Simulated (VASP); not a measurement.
Runs of VASP 6.6.1 on MgH2. The structure is that of space group P4_2/mnm (No. 136), or close to it. The cells are those of the table. 

```csv
level,cell,gap on the mesh (eV),pressure (GPa),largest force (eV/Å)
PBE,"a = 4.485, b = 4.485, c = 2.996 Å, 6 atoms",3.84,0.7,0.02
r2SCAN,"a = 4.393, b = 4.393, c = 2.935 Å, 6 atoms",4.59,3.3,0.02
PBE,"a = 4.516, b = 4.516, c = 3.013 Å, 6 atoms",3.80,-0.3,-
PBE,"a = 4.424, b = 4.424, c = 2.951 Å, 6 atoms",3.93,3.3,0.02
r2SCAN,"a = 4.485, b = 4.485, c = 2.996 Å, 6 atoms",4.46,-0.4,-
PBE,"a = 4.471, b = 4.471, c = 2.982 Å, 6 atoms",(b),1.4,0.01
r2SCAN,"a = 4.573, b = 4.573, c = 3.055 Å, 6 atoms",4.33,-3.3,0.02
PBE,"a = 4.561, b = 4.561, c = 3.043 Å, 6 atoms",3.74,-1.7,0.01
r2SCAN,"a = 4.440, b = 4.440, c = 2.966 Å, 6 atoms",4.53,(c),0.01
r2SCAN,"a = 4.529, b = 4.529, c = 3.026 Å, 6 atoms",4.40,-2.0,0.01
PBE,"a = 4.605, b = 4.605, c = 3.072 Å, 6 atoms",3.67,(a),0.02
```

Alike in all rows: task single point; potentials or basis VASP PAW PBE potentials, release 64 (Mg, H); no spin polarisation; k mesh 6 × 6 × 8; cutoff (eV) 520; smearing gaussian 0.01 eV.

Estimate the missing entries.

(a) -2.9; (b) 3.87; (c) 1.3.

Caveats: the PAW data sets were made with another functional, which shifts forces and pressure a little (some runs).

A k mesh can miss the band edges.
